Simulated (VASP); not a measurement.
# C (I4_1/amd) in VASP: notebook

The runs below take C through single point, with PBEsol.

Program: VASP 6.6.1. These are calculated values, not measurements. Logs are shortened: lines on timing, memory, paths and dates and some standing lists are left out, and cuts for length are marked.

## Step 1: The cell of the first run

Symmetry: I4_1/amd, No. 141, tetragonal system. Conventional cell: a = 2.320 Å, b = 2.320 Å, c = 3.567 Å, α = 90.00°, β = 90.00°, γ = 90.00°. C (site symmetry -4m2) has 4 C at 1.46 Å within 2.0 Å.

## Step 2: Single point, PBEsol (strain -0.080 along x and y, +0.000 along z)

INCAR reads:

```
  PREC = Accurate
  ENCUT = 520
  EDIFF = 1E-6
  ISMEAR = 0
  SIGMA = 0.05
  LREAL = F
  LASPH = T
  NELM = 80
  ALGO = Normal
  ISIF = 2
  LWAVE = F
  LCHARG = F
  GGA = PS
  NBANDS = 11
```

KPOINTS reads:

```
regular mesh
0
Gamma
  12 12 12
```

POSCAR reads:

```
C
1.0
    0.0000000000      1.6407280000      1.7834000000
    1.6407280000      0.0000000000      1.7834000000
    1.6407280000      1.6407280000      0.0000000000
C
2
Direct
    0.5000000000      0.5000000000      0.5000000000
    0.7500000000      0.7500000000      0.7500000000
```

Potentials or basis: VASP PAW PBE potentials, release 64 (C).

Started as:

```console
> cat potpaw_PBE.64/C/POTCAR > POTCAR
> mpirun -np 1 vasp_std > vasp.out
```

OUTCAR:

```text
PREC = Accurate
   ENCUT = 520
   EDIFF = 1E-6
   ISMEAR = 0
   LREAL = F
   LASPH = T
   NELM = 80
   ISIF = 2
   GGA = PS

 ion  position               nearest neighbor table
   1  0.500  0.500  0.500-   2 1.46   2 1.46   2 1.46   2 1.46
   2  0.750  0.750  0.750-   1 1.46   1 1.46   1 1.46   1 1.46

  LATTYP: Found a body centered tetragonal cell.
 ALAT       =     2.3203397898
 C/A-ratio  =     1.5371886548

  Lattice vectors:

 A1 = (  -1.6407280000,   0.0000000000,   1.7834000000)
 A2 = (   1.6407280000,   0.0000000000,   1.7834000000)
 A3 = (   0.0000000000,   1.6407280000,  -1.7834000000)

Analysis of symmetry for initial positions (statically):
=====================================================================
 Subroutine PRICEL returns:
 Original cell was already a primitive cell.

 Routine SETGRP: Setting up the symmetry group for a
 body centered tetragonal supercell.

 Subroutine GETGRP returns: Found 16 space group operations
 (whereof  8 operations were pure point group operations)
 out of a pool of 16 trial point group operations.

The static configuration has the point symmetry D_2d.
 The point group associated with its full space group is D_4h.

Analysis of symmetry for dynamics (positions and initial velocities):
=====================================================================
 Subroutine PRICEL returns:
 Original cell was already a primitive cell.

 Routine SETGRP: Setting up the symmetry group for a
 body centered tetragonal supercell.

 Subroutine GETGRP returns: Found 16 space group operations
 (whereof  8 operations were pure point group operations)
 out of a pool of 16 trial point group operations.

The dynamic configuration has the point symmetry D_2d.
 The point group associated with its full space group is D_4h.

 Subroutine INISYM returns: Found 16 space group operations
 (whereof  8 operations are pure point group operations),
 and found     1 'primitive' translations

----------------------------------------------------------------------------------------

                                     Primitive cell

  volume of cell :       9.6018

  direct lattice vectors                    reciprocal lattice vectors
     0.000000000  1.640728000  1.783400000    -0.304742773  0.304742773  0.280363351
     1.640728000  0.000000000  1.783400000     0.304742773 -0.304742773  0.280363351
     1.640728000  1.640728000  0.000000000     0.304742773  0.304742773 -0.280363351

  length of vectors
     2.423324974  2.423324974  2.320339790     0.514139984  0.514139984  0.514139984

  position of ions in fractional coordinates (direct lattice)
     0.500000000  0.500000000  0.500000000
     0.750000000  0.750000000  0.750000000

  ion indices of the primitive-cell ions
   primitive index   ion index
                 1           1
                 2           2

----------------------------------------------------------------------------------------

 KPOINTS: regular mesh

Automatic generation of k-mesh.
 Grid dimensions read from file:
 generate k-points for:   12   12   12

 Generating k-lattice:

  Cartesian coordinates                     Fractional coordinates (reciprocal lattice)
    -0.025395231  0.025395231  0.023363613     0.083333333 -0.000000000  0.000000000
     0.025395231 -0.025395231  0.023363613    -0.000000000  0.083333333  0.000000000
     0.025395231  0.025395231 -0.023363613     0.000000000  0.000000000  0.083333333

  Length of vectors
     0.042844999  0.042844999  0.042844999

  Shift w.r.t. Gamma in fractional coordinates (k-lattice)
     0.000000000  0.000000000  0.000000000

 Subroutine IBZKPT returns following result:
 ===========================================

 Found    163 irreducible k-points:

 Following reciprocal coordinates:
            Coordinates               Weight
  0.000000  0.000000  0.000000      1.000000
  0.083333  0.000000  0.000000      8.000000
  0.166667  0.000000  0.000000      8.000000
  0.250000  0.000000  0.000000      8.000000
  0.333333  0.000000  0.000000      8.000000
  0.416667  0.000000  0.000000      8.000000
[... 16 lines left out ...]
  0.500000  0.166667  0.000000      8.000000
 -0.416667  0.166667  0.000000      8.000000
 [... further k-points ...]
   k-points           NKPTS =    163   k-points in BZ     NKDIM =    163   number of bands    NBANDS=     11
   number of dos      NEDOS =    301   number of ions     NIONS =      2
   total plane-waves  NPLWV =   5832
   dimension x,y,z NGX =    18 NGY =   18 NGZ =   18
   dimension x,y,z NGXF=    36 NGYF=   36 NGZF=   36
   ions per type =               2
   NGX,Y,Z   is equivalent  to a cutoff of  12.35, 12.35, 12.90 a.u.
   NGXF,Y,Z  is equivalent  to a cutoff of  24.70, 24.70, 25.79 a.u.
 SYSTEM =  unknown system
   PREC   = accura    normal or accurate (medium, high low for compatibility)
   ISTART =      0    job   : 0-new  1-cont  2-samecut
   ICHARG =      2    charge: 1-file 2-atom 10-const
   ISPIN  =      1    spin polarized calculation?
   LNONCOLLINEAR =      F non collinear calculations
   LSORBIT =      F    spin-orbit coupling
   LASPH  =      T    aspherical Exc in radial PAW
   ENCUT  =  520.0 eV  38.22 Ry    6.18 a.u.   4.51  4.51  4.31*2*pi/ulx,y,z
   NELM   =     80;   NELMIN=  2; NELMDL= -5     # of ELM steps
   EDIFF  = 0.1E-05   stopping-criterion for ELM
   LREAL  =      F    real-space projection
   EDIFFG = 0.1E-04   stopping-criterion for IOM
   NSW    =      0    number of steps for IOM
   IBRION =     -1    ionic relax: 0-MD 1-quasi-New 2-CG
   NFREE  =      0    steps in history (QN), initial steepest desc. (CG)
   ISIF   =      2    stress and relaxation
   ISYM   =      2    0-nonsym 1-usesym 2-fastsym
   POTIM  = 0.5000    time-step for ionic-motion
   TEBEG  =    0.0;   TEEND  =   0.0 temperature during run
   PSTRESS=    0.0 pullay stress
   NELECT =       8.0000    total number of electrons
   NUPDOWN=      -1.0000    fix difference up-down
   EMIN   =  10.00;   EMAX   =-10.00  energy-range for DOS
   EFERMI =   0.00;   METHOD = LEGACY
   ISMEAR =     0;   SIGMA  =   0.05  broadening in eV -4-tet -1-fermi 0-gaus
   EFERMI_NEDOS =   21; number of points for ismear=-14 and -15
   IALGO  =     38    algorithm
   IMIX   =      4    mixing-type and parameters
     AMIX     =   0.40;   BMIX     =  1.00
     AMIX_MAG =   1.60;   BMIX_MAG =  1.00
  volume/ion in A,a.u.               =       4.80        32.40
  Fermi-wavevector in a.u.,A,eV,Ry     =   1.540473  2.911072 32.287415  2.373058
  Thomas-Fermi vector in A             =   2.646555
   LORBIT       =      0    0 simple, 1 ext, 2 COOP (PROOUT), +10 PAW based schemes
   GGA     = PS    functional components
   LHFCALC =     F    Hartree Fock is set to
   AEXX    =    0.0000 exact exchange contribution
   IVDW    =     0    specifies the selected vdW correction
   LEPSILON=     F    determine dielectric tensor
   LRPA    =     F    only Hartree local field effects (RPA)
 non-spin polarized calculation
 Gauss-broadening in eV      SIGMA  =   0.05
  energy-cutoff  :      520.00
  volume of cell :        9.60
 maximum number of plane-waves:       271
   NGX =  9   NGY =  9   NGZ =  9

 number of electron       8.0000000 magnetization

 Free energy of the ion-electron system (eV)
  ---------------------------------------------------
  ext. energy  EPLUGINS =         0.00000000
  ---------------------------------------------------
  free energy    TOTEN  =       -18.65605329 eV

  energy without entropy =      -18.65605329  energy(sigma->0) =      -18.65605329

 E-fermi :  13.1280     XC(G=0): -14.2801

 val. band max:       12.8041710852   @ k =   0.0000   0.0000   0.0000
 cond. band min:      16.0520018885   @ k =   0.4167   0.0000   0.4167
 fundamental gap:      3.2478308033
 Fermi energy:        13.1280449129

 k-point     1 :       0.0000    0.0000    0.0000
  band No.  band energies     occupation
      1     -11.6130      2.00000
      2      11.2483      2.00000
      3      12.8042      2.00000
      4      12.8042      2.00000
      5      18.0006      0.00000
      6      18.0006      0.00000
      7      19.0944      0.00000
      8      29.5067      0.00000
      9      33.6374      0.00000
     10      37.4742      0.00000
     11      38.4175      0.00000

 k-point     2 :       0.0833    0.0000    0.0000
  band No.  band energies     occupation
      1     -11.3969      2.00000
      2      10.4621      2.00000
      3      11.7736      2.00000
      4      12.4398      2.00000
      5      18.5335      0.00000
      6      18.5452      0.00000
      7      19.9169      0.00000
      8      29.5186      0.00000
      9      33.9672      0.00000
     10      35.5552      0.00000
     11      40.0213      0.00000

 k-point     3 :       0.1667    0.0000    0.0000
  band No.  band energies     occupation
      1     -10.7506      2.00000
      2       7.9610      2.00000
      3      10.5221      2.00000
      4      11.6911      2.00000
      5      19.3674      0.00000
      6      19.6965      0.00000
      7      21.4901      0.00000
      8      29.5457      0.00000
      9      34.0572      0.00000
     10      35.1299      0.00000
     11      37.7613      0.00000

 k-point     4 :       0.2500    0.0000    0.0000
  band No.  band energies     occupation
      1      -9.6803      2.00000
      2       4.8362      2.00000
      3       9.5213      2.00000
      4      10.9610      2.00000
      5      19.8990      0.00000
      6      20.8354      0.00000
      7      22.8538      0.00000
      8      29.5493      0.00000
      9      34.1466      0.00000
     10      36.1105      0.00000
     11      36.8044      0.00000
[... 239 lines left out ...]
 k-point    22 :       0.4167    0.1667    0.0000
  band No.  band energies     occupation
      1      -7.1876      2.00000
      2       1.6157      2.00000
      3       6.3468      2.00000
      4       8.3938      2.00000
      5      20.2899      0.00000
      6      24.7645      0.00000
      7      24.9082      0.00000
      8      27.4981      0.00000
      9      34.9697      0.00000
     10      36.5757      0.00000
     11      42.0780      0.00000

 k-point    23 :       0.5000    0.1667    0.0000
  band No.  band energies     occupation
      1      -5.3099      2.00000
      2      -1.0496      2.00000
      3       5.5113      2.00000
      4       8.5764      2.00000
      5      20.6120      0.00000
      6      24.4492      0.00000
      7      25.2674      0.00000
      8      29.2104      0.00000
      9      34.3037      0.00000
     10      38.4079      0.00000
     11      41.1777      0.00000

 k-point    24 :      -0.4167    0.1667    0.0000
  band No.  band energies     occupation
      1      -4.2140      2.00000
      2      -2.3251      2.00000
      3       5.0322      2.00000
      4       9.0701      2.00000
      5      21.1482      0.00000
      6      23.7949      0.00000
      7      25.1349      0.00000
      8      29.8575      0.00000
      9      34.3162      0.00000
     10      38.4439      0.00000
     11      39.6278      0.00000

 [... further k-points ...]
[... 5 lines left out ...]
  --------------------------------------------------------------------------------------
  -------------------------------------------------------------------------------------
  Total        7.6452713      7.6452713      1.7390883      0.0000000      0.0000000      0.0000000
  in kB     1275.7087841   1275.7087841    290.1885548      0.0000000      0.0000000      0.0000000
  external PRESSURE =     947.2020410 kB  Pullay stress =       0.0000000 kB

 VOLUME and BASIS-vectors are now :
 -----------------------------------------------------------------------------
  energy-cutoff  :      520.00
  volume of cell :        9.60
      direct lattice vectors                 reciprocal lattice vectors
     0.000000000  1.640728000  1.783400000    -0.304742773  0.304742773  0.280363351
     1.640728000  0.000000000  1.783400000     0.304742773 -0.304742773  0.280363351
     1.640728000  1.640728000  0.000000000     0.304742773  0.304742773 -0.280363351

 POSITION                                       TOTAL-FORCE (eV/Angst)
 -----------------------------------------------------------------------------------
      1.64073      1.64073      1.78340        -0.000000     -0.000000      0.000000
      2.46109      2.46109      2.67510         0.000000      0.000000      0.000000
 -----------------------------------------------------------------------------------
    total drift:                                0.000000     -0.000000      0.000000

  FREE ENERGIE OF THE ION-ELECTRON SYSTEM (eV)
  ---------------------------------------------------
  free  energy   TOTEN  =       -18.6560532916 eV

  energy  without entropy=      -18.6560532916  energy(sigma->0) =      -18.65605329
```

It took 7 s on 1 thread of Intel Xeon Platinum 8559C (Emerald Rapids), shared host; peak memory 0.12 GiB.

Results:

```
Free energy            : -18.6561 eV
Pressure               : 94.7 GPa
Band gap on the k mesh : 3.25 eV, indirect (least direct gap 5.20 eV)
```

Caveat: the cell differs from its parent crystal (strain -0.080 along x and y, +0.000 along z); the PAW data sets were made with another functional, which shifts forces and pressure a little. A k mesh can miss the band edges.

## Step 3: Single point, PBEsol (strain -0.040 along x and y, -0.080 along z)

INCAR reads:

```
SYSTEM = C
PREC = Accurate
ENCUT = 520
EDIFF = 1E-7
ISMEAR = 0
SIGMA = 0.05
LREAL = .False.
LASPH = .True.
NELM = 100
ALGO = Normal
ISIF = 2
LWAVE = .False.
LCHARG = .False.
GGA = PS
NBANDS = 11
```

KPOINTS reads:

```
regular mesh
0
Gamma
  12 12 12
  0 0 0
```

POSCAR reads:

```
C
1.0
    0.0000000000      1.7120640000      1.6407280000
    1.7120640000      0.0000000000      1.6407280000
    1.7120640000      1.7120640000      0.0000000000
C
2
Direct
    0.5000000000      0.5000000000      0.5000000000
    0.7500000000      0.7500000000      0.7500000000
```

Potentials or basis: VASP PAW PBE potentials, release 64 (C).

Started as:

```console
> cat potpaw_PBE.64/C/POTCAR > POTCAR
> mpirun -np 1 vasp_std > vasp.out
```

Wall time 7.3 s (1 thread of Intel Xeon Platinum 8559C (Emerald Rapids), shared host); peak memory 0.12 GiB.

Results (log left out):

```yaml
Free_energy: -18.7876 eV
Pressure: 93.5 GPa
Band_gap_on_the_k_mesh: 3.23 eV, indirect (least direct gap 5.19 eV)
```

Stress tensor (GPa, compression positive):
```
 78.85   0.00   0.00
  0.00  78.85   0.00
  0.00   0.00 122.75
```

Levels at points of the mesh, in eV from the valence-band top:
```
           k point  band 1  band 2  band 3  band 4  band 5  band 6  band 7  band 8  band 9
(0.00, 0.00, 0.00)  -24.33   -0.69   -0.69    0.00    5.19    5.75    5.75   16.84   20.81
(0.50, 0.00, 0.00)  -17.47  -15.89   -4.15   -3.29    8.34    8.50   11.11   16.49   23.71
(0.50, 0.50, 0.00)  -13.96  -13.96   -8.34   -8.34    3.74    3.74   19.12   19.12   26.41
(0.50, 0.00, 0.50)  -14.75  -14.75   -7.60   -7.60    4.87    4.87   18.80   18.80   25.62
```

Caveat: the cell differs from its parent crystal (strain -0.040 along x and y, -0.080 along z); the PAW data sets were made with another functional, which shifts forces and pressure a little. A k mesh can miss the band edges.

## Step 4: Single point, PBEsol (strain -0.040 along x and y, +0.000 along z)

INCAR reads:

```
SYSTEM = C
ALGO = Normal
EDIFF = 1E-7
ENCUT = 520
GGA = PS
ISIF = 2
ISMEAR = 0
LASPH = .TRUE.
LCHARG = .FALSE.
LREAL = .FALSE.
LWAVE = .FALSE.
NBANDS = 11
NELM = 60
PREC = Accurate
SIGMA = 0.05
```

KPOINTS reads:

```
k-points
0
G
  12 12 12
  0 0 0
```

POSCAR reads:

```
C
1.0
    0.0000000000      1.7120640000      1.7834000000
    1.7120640000      0.0000000000      1.7834000000
    1.7120640000      1.7120640000      0.0000000000
C
2
Direct
    0.5000000000      0.5000000000      0.5000000000
    0.7500000000      0.7500000000      0.7500000000
```

Started as:

```console
> cat potpaw_PBE.64/C/POTCAR > POTCAR
> mpirun -np 1 vasp_std > vasp.out
```

Wall time 7.7 s (1 thread of Intel Xeon Platinum 8559C (Emerald Rapids), shared host); peak memory 0.12 GiB.

It converged, with:

```
Free energy            : -19.1234 eV
Pressure               : 37.7 GPa
Band gap on the k mesh : 3.69 eV, indirect (least direct gap 5.38 eV)
```

Stress tensor (GPa, compression positive):
```
51.85  0.00  0.00
 0.00 51.85  0.00
 0.00  0.00  9.28
```

Levels at points of the mesh, in eV from the valence-band top:
| k point | band 2 | band 3 | band 4 | band 5 | band 6 | band 7 |
| --- | --- | --- | --- | --- | --- | --- |
| (0.00, 0.00, 0.00) | -0.68 | 0.00 | 0.00 | 5.38 | 5.38 | 5.90 |
| (0.50, 0.00, 0.00) | -14.63 | -3.66 | -2.84 | 7.91 | 8.70 | 10.12 |
| (0.50, 0.50, 0.00) | -14.06 | -6.63 | -6.63 | 5.22 | 5.22 | 17.68 |
| (0.50, 0.00, 0.50) | -13.37 | -7.28 | -7.28 | 4.22 | 4.22 | 17.81 |

Caveat: the cell differs from its parent crystal (strain -0.040 along x and y, +0.000 along z); the PAW data sets were made with another functional, which shifts forces and pressure a little. A k mesh can miss the band edges.

## Step 5: Single point, PBEsol (strain +0.000 along x and y, -0.040 along z)

INCAR reads:

```
  PREC = Accurate
  ENCUT = 520
  EDIFF = 1E-6
  ISMEAR = 0
  SIGMA = 0.05
  LREAL = False
  LASPH = True
  NELM = 100
  ALGO = Normal
  ISIF = 2
  LWAVE = False
  LCHARG = False
  GGA = PS
  NBANDS = 11
```

KPOINTS reads:

```
Automatic mesh
0
Gamma
  12 12 12
```

POSCAR reads:

```
C
1.0
    0.0000000000      1.7834000000      1.7120640000
    1.7834000000      0.0000000000      1.7120640000
    1.7834000000      1.7834000000      0.0000000000
C
2
Direct
    0.5000000000      0.5000000000      0.5000000000
    0.7500000000      0.7500000000      0.7500000000
```

Started as:

```console
> cat potpaw_PBE.64/C/POTCAR > POTCAR
> mpirun -np 1 vasp_std > vasp.out
```

Wall time 7.8 s (1 thread of Intel Xeon Platinum 8559C (Emerald Rapids), shared host); peak memory 0.11 GiB.

It converged, with:

```
Free energy            : -19.1974 eV
Pressure               : 15.5 GPa
Band gap on the k mesh : 3.09 eV, indirect (least direct gap 4.93 eV)
```

Stress tensor (GPa, compression positive):
```
 2.98  0.00  0.00
 0.00  2.98  0.00
 0.00  0.00 40.43
```

Levels at points of the mesh, in eV from the valence-band top:
```csv
k point,band 2,band 3,band 4,band 5,band 6,band 7
"(0.00, 0.00, 0.00)",-0.61,-0.61,0.00,4.93,5.43,5.43
"(0.50, 0.00, 0.00)",-14.33,-3.69,-2.95,7.83,7.95,9.51
"(0.50, 0.50, 0.00)",-13.02,-7.40,-7.40,3.63,3.63,17.14
"(0.50, 0.00, 0.50)",-13.69,-6.77,-6.77,4.62,4.62,16.85
```

Caveat: the cell differs from its parent crystal (strain +0.000 along x and y, -0.040 along z); the PAW data sets were made with another functional, which shifts forces and pressure a little.

## Step 6: The runs side by side

```csv
cell,gap on the mesh (eV),pressure (GPa)
"a = 2.423, b = 2.423, c = 2.320 Å, angles 61.4, 61.4, 57.2°, 2 atoms",3.25,94.7
"a = 2.371, b = 2.371, c = 2.421 Å, angles 59.3, 59.3, 61.4°, 2 atoms",3.23,93.5
"a = 2.472, b = 2.472, c = 2.421 Å, angles 60.7, 60.7, 58.6°, 2 atoms",3.69,37.7
"a = 2.472, b = 2.472, c = 2.522 Å, angles 59.3, 59.3, 61.3°, 2 atoms",3.09,15.5
```

Alike in all rows: task single point; level PBEsol; potentials or basis VASP PAW PBE potentials, release 64 (C); no spin polarisation; k mesh 12 × 12 × 12; cutoff (eV) 520; smearing gaussian 0.05 eV.

Caveats: the PAW data sets were made with another functional, which shifts forces and pressure a little.

Absolute energies hang on the potentials; compare differences alone.
